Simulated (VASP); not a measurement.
# GaN (Pm-3m) in VASP: further runs, part 2 of 3

VASP 6.6.1. Earlier steps stand in the parts before.

### Step 5. Single point, r2SCAN

File POSCAR:

```
GaN
1.0
    2.6955547957      0.0000000000      0.0000000000
    0.0000000000      2.6955547957      0.0000000000
    0.0000000000      0.0000000000      2.6955547957
Ga N
1 1
Direct
    0.0000000000      0.0000000000      0.0000000000
    0.5000000000      0.5000000000      0.5000000000
```

File INCAR.step1:

```
  PREC = Accurate
  ENCUT = 520
  ISMEAR = 1
  SIGMA = 0.2
  LREAL = False
  LASPH = True
  NELM = 80
  NBANDS = 16
  GGA = PE
  ALGO = Normal
  EDIFF = 1E-4
  LWAVE = True
  LCHARG = False
```

File INCAR.step2:

```
  PREC = Accurate
  ENCUT = 520
  EDIFF = 1E-6
  ISMEAR = 1
  SIGMA = 0.2
  LREAL = False
  LASPH = True
  NELM = 80
  ALGO = Normal
  ISIF = 2
  LWAVE = False
  LCHARG = True
  METAGGA = R2SCAN
  LMIXTAU = True
  LELF = True
  LVHAR = True
  NBANDS = 16
  ISTART = 1
```

File KPOINTS:

```
regular mesh
0
Gamma
  6 6 6
```

Launch:

```
$ cat potpaw_PBE.64/Ga_d/POTCAR potpaw_PBE.64/N/POTCAR > POTCAR
$ cp INCAR.step1 INCAR
$ mpirun -np 1 vasp_std > vasp.out
$ cp INCAR.step2 INCAR
$ mpirun -np 1 vasp_std > vasp.out
```

Wall time 50 s (1 thread of Intel Xeon 8259CL, shared host); peak memory 0.13 GiB.

Results (log left out):

| Property | Result |
| --- | --- |
| Free energy | -18.2689 eV |
| Pressure | 0.9 GPa |
| Band gap on the k mesh | zero (band 9 reaches 8.39 eV, above the bottom of band 10 at 6.90 eV) |

Levels at points of the mesh, in eV from the Fermi level:
```csv
k point,band 6,band 7,band 8,band 9,band 10,band 11,band 12,band 13
"(0.00, 0.00, 0.00)",-15.73,-1.65,-1.65,-1.65,-1.49,10.40,10.40,14.92
"(0.50, 0.00, 0.00)",-15.71,-10.06,-0.11,-0.11,4.00,5.65,11.41,11.41
"(0.50, 0.50, 0.00)",-12.94,-6.92,-6.92,-2.57,0.31,9.08,9.08,14.55
"(0.50, 0.50, 0.50)",-12.86,-3.48,-3.48,-3.48,1.50,1.50,1.50,3.67
```

Caveat: the k points lie up to 0.39 Å⁻¹ apart; the PAW data sets were made with another functional, which shifts forces and pressure a little.

### Step 6. Single point, r2SCAN

POSCAR is that of step 5.

File INCAR.step1:

```
SYSTEM = GaN
ALGO = Normal
EDIFF = 1E-4
ENCUT = 520
GGA = PE
ISMEAR = 1
LASPH = .True.
LCHARG = .False.
LREAL = .False.
LWAVE = .True.
NBANDS = 16
NELM = 80
PREC = Accurate
SIGMA = 0.001
```

File INCAR.step2:

```
SYSTEM = GaN
ALGO = Normal
EDIFF = 1E-6
ENCUT = 520
ISIF = 2
ISMEAR = 1
ISTART = 1
LASPH = .True.
LCHARG = .True.
LELF = .True.
LMIXTAU = .True.
LREAL = .False.
LVHAR = .True.
LWAVE = .False.
METAGGA = R2SCAN
NBANDS = 16
NELM = 80
PREC = Accurate
SIGMA = 0.001
```

File KPOINTS:

```
k-points
0
Gamma
  6 6 6
  0 0 0
```

Potentials or basis: VASP PAW PBE potentials, release 64 (Ga_d, N).

Launch:

```
$ cat potpaw_PBE.64/Ga_d/POTCAR potpaw_PBE.64/N/POTCAR > POTCAR
$ cp INCAR.step1 INCAR
$ mpirun -np 1 vasp_std > vasp.out
$ cp INCAR.step2 INCAR
$ mpirun -np 1 vasp_std > vasp.out
```

OUTCAR:

```text
SYSTEM = GaN
   EDIFF = 1E-6
   ENCUT = 520
   ISIF = 2
   ISMEAR = 1
   ISTART = 1
   LASPH = .True.
   LREAL = .False.
   METAGGA = R2SCAN
   NELM = 80
   PREC = Accurate

 ion  position               nearest neighbor table
   1  0.000  0.000  0.000-   2 2.33   2 2.33   2 2.33   2 2.33   2 2.33   2 2.33   2 2.33   2 2.33

   2  0.500  0.500  0.500-   1 2.33   1 2.33   1 2.33   1 2.33   1 2.33   1 2.33   1 2.33   1 2.33

  LATTYP: Found a simple cubic cell.
 ALAT       =     2.6955547957

  Lattice vectors:

 A1 = (   2.6955547957,   0.0000000000,   0.0000000000)
 A2 = (   0.0000000000,   2.6955547957,   0.0000000000)
 A3 = (   0.0000000000,   0.0000000000,   2.6955547957)

Analysis of symmetry for initial positions (statically):
=====================================================================
 Subroutine PRICEL returns:
 Original cell was already a primitive cell.

 Routine SETGRP: Setting up the symmetry group for a
 simple cubic supercell.

 Subroutine GETGRP returns: Found 48 space group operations
 (whereof 48 operations were pure point group operations)
 out of a pool of 48 trial point group operations.

The static configuration has the point symmetry O_h .

Analysis of symmetry for dynamics (positions and initial velocities):
=====================================================================
 Subroutine PRICEL returns:
 Original cell was already a primitive cell.

 Routine SETGRP: Setting up the symmetry group for a
 simple cubic supercell.

 Subroutine GETGRP returns: Found 48 space group operations
 (whereof 48 operations were pure point group operations)
 out of a pool of 48 trial point group operations.

The dynamic configuration has the point symmetry O_h .

 Subroutine INISYM returns: Found 48 space group operations
 (whereof 48 operations are pure point group operations),
 and found     1 'primitive' translations

----------------------------------------------------------------------------------------

                                     Primitive cell

  volume of cell :      19.5859

  direct lattice vectors                    reciprocal lattice vectors
     2.695554796  0.000000000  0.000000000     0.370981143  0.000000000  0.000000000
     0.000000000  2.695554796  0.000000000     0.000000000  0.370981143  0.000000000
     0.000000000  0.000000000  2.695554796     0.000000000  0.000000000  0.370981143

  length of vectors
     2.695554796  2.695554796  2.695554796     0.370981143  0.370981143  0.370981143

  position of ions in fractional coordinates (direct lattice)
     0.000000000  0.000000000  0.000000000
     0.500000000  0.500000000  0.500000000

  ion indices of the primitive-cell ions
   primitive index   ion index
                 1           1
                 2           2

----------------------------------------------------------------------------------------

 KPOINTS: k-points

Automatic generation of k-mesh.
 Grid dimensions read from file:
 generate k-points for:    6    6    6

 Generating k-lattice:

  Cartesian coordinates                     Fractional coordinates (reciprocal lattice)
     0.061830191  0.000000000  0.000000000     0.166666667  0.000000000  0.000000000
     0.000000000  0.061830191  0.000000000     0.000000000  0.166666667  0.000000000
     0.000000000  0.000000000  0.061830191     0.000000000  0.000000000  0.166666667

  Length of vectors
     0.061830191  0.061830191  0.061830191

  Shift w.r.t. Gamma in fractional coordinates (k-lattice)
     0.000000000  0.000000000  0.000000000

 Subroutine IBZKPT returns following result:
 ===========================================

 Found     20 irreducible k-points:

 Following reciprocal coordinates:
            Coordinates               Weight
  0.000000  0.000000  0.000000      1.000000
  0.166667  0.000000  0.000000      6.000000
  0.333333  0.000000  0.000000      6.000000
  0.500000  0.000000  0.000000      3.000000
  0.166667  0.166667  0.000000     12.000000
  0.333333  0.166667  0.000000     24.000000
[... 12 lines left out ...]
  0.500000  0.500000  0.333333      6.000000
  0.500000  0.500000  0.500000      1.000000
   k-points           NKPTS =     20   k-points in BZ     NKDIM =     20   number of bands    NBANDS=     16
   number of dos      NEDOS =    301   number of ions     NIONS =      2
   total plane-waves  NPLWV =   8000
   dimension x,y,z NGX =    20 NGY =   20 NGZ =   20
   dimension x,y,z NGXF=    40 NGYF=   40 NGZF=   40
   ions per type =               1   1
   NGX,Y,Z   is equivalent  to a cutoff of  12.33, 12.33, 12.33 a.u.
   NGXF,Y,Z  is equivalent  to a cutoff of  24.67, 24.67, 24.67 a.u.
 SYSTEM =  GaN
   PREC   = accura    normal or accurate (medium, high low for compatibility)
   ISTART =      1    job   : 0-new  1-cont  2-samecut
   ICHARG =      0    charge: 1-file 2-atom 10-const
   ISPIN  =      1    spin polarized calculation?
   LNONCOLLINEAR =      F non collinear calculations
   LSORBIT =      F    spin-orbit coupling
   LASPH  =      T    aspherical Exc in radial PAW
   ENCUT  =  520.0 eV  38.22 Ry    6.18 a.u.   5.01  5.01  5.01*2*pi/ulx,y,z
   NELM   =     80;   NELMIN=  2; NELMDL=  0     # of ELM steps
   EDIFF  = 0.1E-05   stopping-criterion for ELM
   LREAL  =      F    real-space projection
   EDIFFG = 0.1E-04   stopping-criterion for IOM
   NSW    =      0    number of steps for IOM
   IBRION =     -1    ionic relax: 0-MD 1-quasi-New 2-CG
   NFREE  =      0    steps in history (QN), initial steepest desc. (CG)
   ISIF   =      2    stress and relaxation
   ISYM   =      2    0-nonsym 1-usesym 2-fastsym
   POTIM  = 0.5000    time-step for ionic-motion
   TEBEG  =    0.0;   TEEND  =   0.0 temperature during run
   PSTRESS=    0.0 pullay stress
   NELECT =      18.0000    total number of electrons
   NUPDOWN=      -1.0000    fix difference up-down
   EMIN   =  10.00;   EMAX   =-10.00  energy-range for DOS
   EFERMI =   0.00;   METHOD = LEGACY
   ISMEAR =     1;   SIGMA  =   0.00  broadening in eV -4-tet -1-fermi 0-gaus
   EFERMI_NEDOS =   21; number of points for ismear=-14 and -15
   IALGO  =     38    algorithm
   IMIX   =      4    mixing-type and parameters
     AMIX     =   0.40;   BMIX     =  1.00
     AMIX_MAG =   1.60;   BMIX_MAG =  1.00
  volume/ion in A,a.u.               =       9.79        66.09
  Fermi-wavevector in a.u.,A,eV,Ry     =   1.591662  3.007805 34.468833  2.533388
  Thomas-Fermi vector in A             =   2.690167
   LORBIT       =      0    0 simple, 1 ext, 2 COOP (PROOUT), +10 PAW based schemes
   METAGGA = R2SCAN    functional components
   LHFCALC =     F    Hartree Fock is set to
   AEXX    =    0.0000 exact exchange contribution
   IVDW    =     0    specifies the selected vdW correction
   LEPSILON=     F    determine dielectric tensor
   LRPA    =     F    only Hartree local field effects (RPA)
 non-spin polarized calculation
 Methfessel and Paxton  Order N= 1 SIGMA  =   0.00
  energy-cutoff  :      520.00
  volume of cell :       19.59
 maximum number of plane-waves:       552
   NGX = 11   NGY = 11   NGZ = 11

 number of electron      18.0000017 magnetization

 Free energy of the ion-electron system (eV)
  ---------------------------------------------------
  ext. energy  EPLUGINS =         0.00000000
  ---------------------------------------------------
  free energy    TOTEN  =       -18.26548147 eV

  energy without entropy =      -18.26547819  energy(sigma->0) =      -18.26548038

 E-fermi :   8.3772     XC(G=0): -14.1656

 val. band max:        8.3765844475   @ k =   0.5000   0.1667   0.0000
 cond. band min:       8.3858371297   @ k =   0.3333   0.3333   0.0000
 fundamental gap:      0.0092526823
 Fermi energy:         8.3771770483

 k-point     1 :       0.0000    0.0000    0.0000
  band No.  band energies     occupation
      1     -10.2146      2.00000
      2      -7.8809      2.00000
      3      -7.8809      2.00000
      4      -7.3281      2.00000
      5      -7.3281      2.00000
      6      -7.3281      2.00000
[... 8 lines left out ...]
     15      23.3115      0.00000
     16      37.0135      0.00000
[... 343 lines left out ...]
 k-point    20 :       0.5000    0.5000    0.5000
  band No.  band energies     occupation
      1      -7.8390      2.00000
      2      -7.8390      2.00000
      3      -7.8390      2.00000
      4      -7.1714      2.00000
      5      -7.1714      2.00000
      6      -4.4795      2.00000
[... 8 lines left out ...]
     15      29.5997      0.00000
     16      29.5997      0.00000

------------------------ aborting loop because EDIFF is reached ----------------------------------------

  FORCE on cell =-STRESS in cart. coord.  units (eV):
  Direction    XX          YY          ZZ          XY          YZ          ZX
  --------------------------------------------------------------------------------------
  -------------------------------------------------------------------------------------
  Total        0.1249628      0.1249628      0.1249628     -0.0000000      0.0000000      0.0000000
  in kB       10.2222580     10.2222580     10.2222580     -0.0000000      0.0000000      0.0000000
  external PRESSURE =      10.2222580 kB  Pullay stress =       0.0000000 kB

 VOLUME and BASIS-vectors are now :
 -----------------------------------------------------------------------------
  energy-cutoff  :      520.00
  volume of cell :       19.59
      direct lattice vectors                 reciprocal lattice vectors
     2.695554796  0.000000000  0.000000000     0.370981143  0.000000000  0.000000000
     0.000000000  2.695554796  0.000000000     0.000000000  0.370981143  0.000000000
     0.000000000  0.000000000  2.695554796     0.000000000  0.000000000  0.370981143

 POSITION                                       TOTAL-FORCE (eV/Angst)
 -----------------------------------------------------------------------------------
      0.00000      0.00000      0.00000         0.000000      0.000000      0.000000
      1.34778      1.34778      1.34778         0.000000      0.000000      0.000000
 -----------------------------------------------------------------------------------
    total drift:                                0.000000      0.000000      0.000000

  FREE ENERGIE OF THE ION-ELECTRON SYSTEM (eV)
  ---------------------------------------------------
  free  energy   TOTEN  =       -18.2654814732 eV

  energy  without entropy=      -18.2654781899  energy(sigma->0) =      -18.26548038
```

Wall time 87 s (1 thread of Intel Xeon 8259CL, shared host); peak memory 0.13 GiB.

Results:

```
Free energy            : -18.2655 eV
Pressure               : 1.0 GPa
Band gap on the k mesh : zero (band 9 reaches 8.39 eV, above the bottom of band 10 at 6.90 eV)
```

Caveat: the k points lie up to 0.39 Å⁻¹ apart; the PAW data sets were made with another functional, which shifts forces and pressure a little.

[end of part 2 of 3]
